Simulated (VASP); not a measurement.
# SrTiO3 (Pm-3m) in VASP: a series of runs, part 2 of 2

VASP 6.6.1. Earlier steps stand in the parts before.

### 4 Single point, r2SCAN (11.57 Å³/atom)

This run uses another cell than the first one, of 11.57 Å³/atom.

Contents of POSCAR:

```
SrTiO3
1.0
    3.8673856616      0.0000000000      0.0000000000
    0.0000000000      3.8673856616      0.0000000000
    0.0000000000      0.0000000000      3.8673856616
Sr Ti O
1 1 3
Direct
    0.0000000000      0.0000000000      0.0000000000
    0.5000000000      0.5000000000      0.5000000000
    0.5000000000      0.5000000000      0.0000000000
    0.5000000000      0.0000000000      0.5000000000
    0.0000000000      0.5000000000      0.5000000000
```

Contents of INCAR.step1:

```
PREC = Accurate
ENCUT = 520
ISMEAR = 0
SIGMA = 0.01
LREAL = False
LASPH = True
NELM = 60
NBANDS = 28
GGA = PE
ALGO = Normal
EDIFF = 1E-4
LWAVE = True
LCHARG = False
```

Contents of INCAR.step2:

```
PREC = Accurate
ENCUT = 520
EDIFF = 1E-6
ISMEAR = 0
SIGMA = 0.01
LREAL = False
LASPH = True
NELM = 60
ALGO = Normal
ISIF = 2
LWAVE = False
LCHARG = True
METAGGA = R2SCAN
LMIXTAU = True
LELF = True
LVHAR = True
NBANDS = 28
ISTART = 1
```

Contents of KPOINTS:

```
Automatic mesh
0
Gamma
  6 6 6
```

Potentials or basis: VASP PAW PBE potentials, release 64 (Sr_sv, Ti_sv, O).

The run is started by

```sh
> cat potpaw_PBE.64/Sr_sv/POTCAR potpaw_PBE.64/Ti_sv/POTCAR potpaw_PBE.64/O/POTCAR > POTCAR
> cp INCAR.step1 INCAR
> mpirun -np 1 vasp_std > vasp.out
> cp INCAR.step2 INCAR
> mpirun -np 1 vasp_std > vasp.out
```

OUTCAR:

```text
PREC = Accurate
   ENCUT = 520
   EDIFF = 1E-6
   ISMEAR = 0
   LREAL = False
   LASPH = True
   NELM = 60
   ISIF = 2
   METAGGA = R2SCAN
   ISTART = 1

 ion  position               nearest neighbor table
   1  0.000  0.000  0.000-   3 2.73   4 2.73   5 2.73   4 2.73   5 2.73   3 2.73   5 2.73   5 2.73
                             3 2.73   4 2.73   4 2.73   3 2.73   2 3.35   2 3.35   2 3.35   2 3.35
   2  0.500  0.500  0.500-   3 1.93   4 1.93   5 1.93   3 1.93   4 1.93   5 1.93   1 3.35   1 3.35
                             1 3.35   1 3.35   1 3.35   1 3.35   1 3.35   1 3.35
[... 821 lines left out ...]
  -------------------------------------------------------------------------------------
  Total        2.5946578      2.5946578      2.5946578      0.0000000     -0.0000000      0.0000000
  in kB       71.8684396     71.8684396     71.8684396      0.0000000     -0.0000000      0.0000000
  external PRESSURE =      71.8684396 kB  Pullay stress =       0.0000000 kB

 VOLUME and BASIS-vectors are now :
 -----------------------------------------------------------------------------
  energy-cutoff  :      520.00
  volume of cell :       57.84
      direct lattice vectors                 reciprocal lattice vectors
     3.867385662  0.000000000  0.000000000     0.258572609  0.000000000  0.000000000
     0.000000000  3.867385662  0.000000000     0.000000000  0.258572609  0.000000000
     0.000000000  0.000000000  3.867385662     0.000000000  0.000000000  0.258572609

 POSITION                                       TOTAL-FORCE (eV/Angst)
 -----------------------------------------------------------------------------------
      0.00000      0.00000      0.00000         0.000000      0.000000      0.000000
      1.93369      1.93369      1.93369         0.000000      0.000000      0.000000
      1.93369      1.93369      0.00000         0.000000      0.000000      0.000000
      1.93369      0.00000      1.93369         0.000000      0.000000      0.000000
      0.00000      1.93369      1.93369         0.000000      0.000000      0.000000
 -----------------------------------------------------------------------------------
    total drift:                                0.000000      0.000000     -0.000000

  FREE ENERGIE OF THE ION-ELECTRON SYSTEM (eV)
  ---------------------------------------------------
  free  energy   TOTEN  =       -63.2818722880 eV

  energy  without entropy=      -63.2818722880  energy(sigma->0) =      -63.28187229
```

OSZICAR.step1:

```text
N       E                     dE             d eps       ncg     rms          rms(c)
DAV:   1     0.429539124921E+03    0.42954E+03   -0.21514E+04  1120   0.160E+03
DAV:   2    -0.414256370174E+01   -0.43368E+03   -0.41442E+03  1292   0.444E+02
DAV:   3    -0.479629716138E+02   -0.43820E+02   -0.43534E+02  1532   0.134E+02
DAV:   4    -0.501048652466E+02   -0.21419E+01   -0.21372E+01  1728   0.253E+01
DAV:   5    -0.501498854157E+02   -0.45020E-01   -0.45010E-01  1508   0.319E+00    0.278E+01
DAV:   6    -0.399974285326E+02    0.10152E+02   -0.50774E+01  1580   0.656E+01    0.154E+01
DAV:   7    -0.400475275571E+02   -0.50099E-01   -0.69798E+00  1428   0.203E+01    0.115E+01
DAV:   8    -0.400608430653E+02   -0.13316E-01   -0.13558E+00  1352   0.125E+01    0.271E+00
DAV:   9    -0.399985251729E+02    0.62318E-01   -0.32307E-01  1332   0.560E+00    0.110E+00
DAV:  10    -0.399956828343E+02    0.28423E-02   -0.85079E-02  1444   0.204E+00    0.688E-01
DAV:  11    -0.399902606119E+02    0.54222E-02   -0.23494E-02  1668   0.147E+00    0.122E-01
DAV:  12    -0.399902264080E+02    0.34204E-04   -0.15867E-03  1368   0.436E-01    0.777E-02
DAV:  13    -0.399902663275E+02   -0.39920E-04   -0.41099E-04  1188   0.149E-01
   1 F= -.39990266E+02 E0= -.39990266E+02  d E =-.148543E-36
```

It took 3.7 min on 1 thread of Intel Xeon 8259CL, shared host; peak memory 0.19 GiB.

What came out:

- Free energy: -63.2819 eV
- Pressure: 7.2 GPa
- Band gap on the k mesh: 2.34 eV (least direct gap 2.71 eV)

Levels at points of the mesh, in eV from the valence-band top:
| k point | band 18 | band 19 | band 20 | band 21 | band 22 | band 23 |
| --- | --- | --- | --- | --- | --- | --- |
| (0.00, 0.00, 0.00) | -0.37 | -0.37 | -0.37 | 2.34 | 2.34 | 2.34 |
| (0.50, 0.00, 0.00) | -2.10 | -0.77 | -0.77 | 2.52 | 4.35 | 4.35 |
| (0.50, 0.50, 0.00) | -1.64 | -1.64 | -0.10 | 4.36 | 4.36 | 4.85 |
| (0.50, 0.50, 0.50) | 0.00 | 0.00 | 0.00 | 5.09 | 5.09 | 5.09 |

Caveat: the cell stands under pressure; the PAW data sets were made with another functional, which shifts forces and pressure a little.

### 5 Single point, r2SCAN

This run uses another cell than the first one, of 11.93 Å³/atom.

POSCAR: that of step 4 with these lines changed.

```diff
@@ -2,5 +2,5 @@
 1.0
-    3.8673856616      0.0000000000      0.0000000000
-    0.0000000000      3.8673856616      0.0000000000
-    0.0000000000      0.0000000000      3.8673856616
+    3.9068515064      0.0000000000      0.0000000000
+    0.0000000000      3.9068515064      0.0000000000
+    0.0000000000      0.0000000000      3.9068515064
 Sr Ti O
```

Contents of INCAR.step1:

```
SYSTEM = SrTiO3
ALGO = Normal
EDIFF = 1E-4
ENCUT = 520
GGA = PE
ISMEAR = 0
LASPH = .TRUE.
LCHARG = .FALSE.
LREAL = .FALSE.
LWAVE = .TRUE.
NBANDS = 28
NELM = 100
PREC = Accurate
SIGMA = 0.01
```

Contents of INCAR.step2:

```
SYSTEM = SrTiO3
ALGO = Normal
EDIFF = 1E-7
ENCUT = 520
ISIF = 2
ISMEAR = 0
ISTART = 1
LASPH = .TRUE.
LCHARG = .TRUE.
LELF = .TRUE.
LMIXTAU = .TRUE.
LREAL = .FALSE.
LVHAR = .TRUE.
LWAVE = .FALSE.
METAGGA = R2SCAN
NBANDS = 28
NELM = 100
PREC = Accurate
SIGMA = 0.01
```

Contents of KPOINTS:

```
k-points
0
G
  6 6 6
  0 0 0
```

Potentials or basis: VASP PAW PBE potentials, release 64 (Sr_sv, Ti_sv, O).

The run is started by

```sh
> cat potpaw_PBE.64/Sr_sv/POTCAR potpaw_PBE.64/Ti_sv/POTCAR potpaw_PBE.64/O/POTCAR > POTCAR
> cp INCAR.step1 INCAR
> mpirun -np 1 vasp_std > vasp.out
> cp INCAR.step2 INCAR
> mpirun -np 1 vasp_std > vasp.out
```

OUTCAR:

```text
SYSTEM = SrTiO3
   EDIFF = 1E-7
   ENCUT = 520
   ISIF = 2
   ISMEAR = 0
   ISTART = 1
   LASPH = .TRUE.
   LREAL = .FALSE.
   METAGGA = R2SCAN
   NELM = 100
   PREC = Accurate

 ion  position               nearest neighbor table
   1  0.000  0.000  0.000-   3 2.76   4 2.76   5 2.76   4 2.76   5 2.76   3 2.76   5 2.76   5 2.76
                             3 2.76   4 2.76   4 2.76   3 2.76   2 3.38   2 3.38   2 3.38   2 3.38
   2  0.500  0.500  0.500-   3 1.95   4 1.95   5 1.95   3 1.95   4 1.95   5 1.95   1 3.38   1 3.38
                             1 3.38   1 3.38   1 3.38   1 3.38   1 3.38   1 3.38
   3  0.500  0.500  0.000-   2 1.95   2 1.95   1 2.76   1 2.76   1 2.76   1 2.76
   4  0.500  0.000  0.500-   2 1.95   2 1.95   1 2.76   1 2.76   1 2.76   1 2.76
   5  0.000  0.500  0.500-   2 1.95   2 1.95   1 2.76   1 2.76   1 2.76   1 2.76

  LATTYP: Found a simple cubic cell.
 ALAT       =     3.9068515064

  Lattice vectors:

 A1 = (   3.9068515064,   0.0000000000,   0.0000000000)
 A2 = (   0.0000000000,   3.9068515064,   0.0000000000)
 A3 = (   0.0000000000,   0.0000000000,   3.9068515064)

Analysis of symmetry for initial positions (statically):
=====================================================================
 Subroutine PRICEL returns:
 Original cell was already a primitive cell.

 Routine SETGRP: Setting up the symmetry group for a
 simple cubic supercell.

 Subroutine GETGRP returns: Found 48 space group operations
 (whereof 48 operations were pure point group operations)
 out of a pool of 48 trial point group operations.

The static configuration has the point symmetry O_h .

Analysis of symmetry for dynamics (positions and initial velocities):
=====================================================================
 Subroutine PRICEL returns:
 Original cell was already a primitive cell.

 Routine SETGRP: Setting up the symmetry group for a
 simple cubic supercell.
[... 125 lines left out ...]
     AMIX     =   0.40;   BMIX     =  1.00
     AMIX_MAG =   1.60;   BMIX_MAG =  1.00
  volume/ion in A,a.u.               =      11.93        80.48
  Fermi-wavevector in a.u.,A,eV,Ry     =   1.433072  2.708113 27.942210  2.053695
  Thomas-Fermi vector in A             =   2.552630
   LORBIT       =      0    0 simple, 1 ext, 2 COOP (PROOUT), +10 PAW based schemes
   METAGGA = R2SCAN    functional components
   LHFCALC =     F    Hartree Fock is set to
   AEXX    =    0.0000 exact exchange contribution
   IVDW    =     0    specifies the selected vdW correction
   LEPSILON=     F    determine dielectric tensor
   LRPA    =     F    only Hartree local field effects (RPA)
 non-spin polarized calculation
 Gauss-broadening in eV      SIGMA  =   0.01
  energy-cutoff  :      520.00
  volume of cell :       59.63
 maximum number of plane-waves:      1640
 NGX is ok and might be reduce to    30
   NGX = 15   NGY = 15   NGZ = 15

 number of electron      40.0000004 magnetization

 Free energy of the ion-electron system (eV)
  ---------------------------------------------------
  ext. energy  EPLUGINS =         0.00000000
  ---------------------------------------------------
  free energy    TOTEN  =       -63.32898738 eV

  energy without entropy =      -63.32898738  energy(sigma->0) =      -63.32898738

 E-fermi :   3.9488     XC(G=0): -11.9264

 val. band max:        3.8374048903   @ k =   0.5000   0.5000   0.5000
 cond. band min:       6.1099813401   @ k =   0.0000   0.0000   0.0000
 fundamental gap:      2.2725764499
 Fermi energy:         3.9488162068

 k-point     1 :       0.0000    0.0000    0.0000
  band No.  band energies     occupation
      1     -54.8425      2.00000
      2     -30.0387      2.00000
      3     -30.0387      2.00000
      4     -30.0387      2.00000
      5     -30.0371      2.00000
      6     -14.5757      2.00000
[... 609 lines left out ...]
     27      12.6578      0.00000
     28      12.6578      0.00000

------------------------ aborting loop because EDIFF is reached ----------------------------------------

  FORCE on cell =-STRESS in cart. coord.  units (eV):
  Direction    XX          YY          ZZ          XY          YZ          ZX
  --------------------------------------------------------------------------------------
  -------------------------------------------------------------------------------------
  Total        0.3484665      0.3484665      0.3484665     -0.0000000     -0.0000000      0.0000000
  in kB        9.3624797      9.3624797      9.3624797     -0.0000000     -0.0000000      0.0000000
  external PRESSURE =       9.3624797 kB  Pullay stress =       0.0000000 kB

 VOLUME and BASIS-vectors are now :
 -----------------------------------------------------------------------------
  energy-cutoff  :      520.00
  volume of cell :       59.63
      direct lattice vectors                 reciprocal lattice vectors
     3.906851506  0.000000000  0.000000000     0.255960586  0.000000000  0.000000000
     0.000000000  3.906851506  0.000000000     0.000000000  0.255960586  0.000000000
     0.000000000  0.000000000  3.906851506     0.000000000  0.000000000  0.255960586

 POSITION                                       TOTAL-FORCE (eV/Angst)
 -----------------------------------------------------------------------------------
      0.00000      0.00000      0.00000         0.000000      0.000000      0.000000
      1.95343      1.95343      1.95343         0.000000      0.000000      0.000000
      1.95343      1.95343      0.00000         0.000000      0.000000      0.000000
      1.95343      0.00000      1.95343         0.000000      0.000000      0.000000
      0.00000      1.95343      1.95343         0.000000      0.000000      0.000000
 -----------------------------------------------------------------------------------
    total drift:                                0.000000      0.000000     -0.000000

  FREE ENERGIE OF THE ION-ELECTRON SYSTEM (eV)
  ---------------------------------------------------
  free  energy   TOTEN  =       -63.3289873788 eV

  energy  without entropy=      -63.3289873788  energy(sigma->0) =      -63.32898738
```

OUTCAR.step1:

```text
SYSTEM = SrTiO3
   EDIFF = 1E-4
   ENCUT = 520
   GGA = PE
   ISMEAR = 0
[... 848 lines left out ...]
      1.95343      1.95343      1.95343         0.000000      0.000000      0.000000
      1.95343      1.95343      0.00000         0.000000      0.000000      0.000000
      1.95343      0.00000      1.95343         0.000000      0.000000      0.000000
      0.00000      1.95343      1.95343         0.000000      0.000000      0.000000
 -----------------------------------------------------------------------------------
    total drift:                                0.000000      0.000000     -0.000000

  FREE ENERGIE OF THE ION-ELECTRON SYSTEM (eV)
  ---------------------------------------------------
  free  energy   TOTEN  =       -40.0786390291 eV

  energy  without entropy=      -40.0786390291  energy(sigma->0) =      -40.07863903
```

Run time: 4.4 min. Hardware: 1 thread of Intel Xeon 8259CL, shared host; peak memory 0.19 GiB.

What came out:

| Property | Result |
| --- | --- |
| Free energy | -63.3290 eV |
| Pressure | 0.9 GPa |
| Band gap on the k mesh | 2.27 eV (least direct gap 2.66 eV) |

Caveat: the PAW data sets were made with another functional, which shifts forces and pressure a little.

### 6 Single point, r2SCAN

This run uses another cell than the first one, of 11.93 Å³/atom.

POSCAR is that of step 5.

Contents of INCAR.step1:

```
ALGO = Normal
EDIFF = 1E-4
ENCUT = 520
GGA = PE
ISMEAR = 0
LASPH = True
LCHARG = False
LREAL = False
LWAVE = True
NBANDS = 28
NELM = 100
PREC = Accurate
SIGMA = 0.01
```

Contents of INCAR.step2:

```
ALGO = Normal
EDIFF = 1E-6
ENCUT = 520
ISIF = 2
ISMEAR = 0
ISTART = 1
LASPH = True
LCHARG = True
LELF = True
LMIXTAU = True
LREAL = False
LVHAR = True
LWAVE = False
METAGGA = R2SCAN
NBANDS = 28
NELM = 100
PREC = Accurate
SIGMA = 0.01
```

Contents of KPOINTS:

```
k-points
0
Gamma
  6 6 6
```

Potentials or basis: VASP PAW PBE potentials, release 64 (Sr_sv, Ti_sv, O).

The run is started by

```sh
> cat potpaw_PBE.64/Sr_sv/POTCAR potpaw_PBE.64/Ti_sv/POTCAR potpaw_PBE.64/O/POTCAR > POTCAR
> cp INCAR.step1 INCAR
> mpirun -np 1 vasp_std > vasp.out
> cp INCAR.step2 INCAR
> mpirun -np 1 vasp_std > vasp.out
```

Wall time 3.7 min (1 thread of Intel Xeon 8259CL, shared host); peak memory 0.19 GiB.

Results (log left out):

| Property | Result |
| --- | --- |
| Free energy | -63.3290 eV |
| Pressure | 0.9 GPa |
| Band gap on the k mesh | 2.27 eV (least direct gap 2.66 eV) |

Levels at points of the mesh, in eV from the valence-band top:
```tsv
k point	band 17	band 18	band 19	band 20	band 21	band 22	band 23	band 24
(0.00, 0.00, 0.00)	-1.21	-0.38	-0.38	-0.38	2.27	2.27	2.27	4.59
(0.50, 0.00, 0.00)	-2.36	-2.00	-0.77	-0.77	2.43	4.17	4.17	4.60
(0.50, 0.50, 0.00)	-1.79	-1.61	-1.61	-0.09	4.18	4.18	4.66	5.63
(0.50, 0.50, 0.50)	-3.79	0.00	0.00	0.00	4.87	4.87	4.87	7.63
```

Caveat: the PAW data sets were made with another functional, which shifts forces and pressure a little. A k mesh can miss the band edges.

### 7 Summary

| level | cell | gap on the mesh (eV) | pressure (GPa) |
| --- | --- | --- | --- |
| PBE | a = 4.014 Å, 5 atoms | 1.70 | -8.2 |
| r2SCAN | a = 3.827 Å, 5 atoms | 2.41 | 14.5 |
| r2SCAN | a = 3.867 Å, 5 atoms | 2.34 | 7.2 |
| r2SCAN | a = 3.907 Å, 5 atoms | 2.27 | 0.9 |

Alike in all rows: task single point; potentials or basis VASP PAW PBE potentials, release 64 (Sr_sv, Ti_sv, O); no spin polarisation; k mesh 6 × 6 × 6; cutoff (eV) 520; smearing gaussian 0.01 eV.

Caveats: the PAW data sets were made with another functional, which shifts forces and pressure a little (at least some runs); the cell stands under pressure (at least some runs); the cell stands under tension (at least some runs).

Total energies depend on the potentials used, so only differences within one code and one set of settings carry meaning.
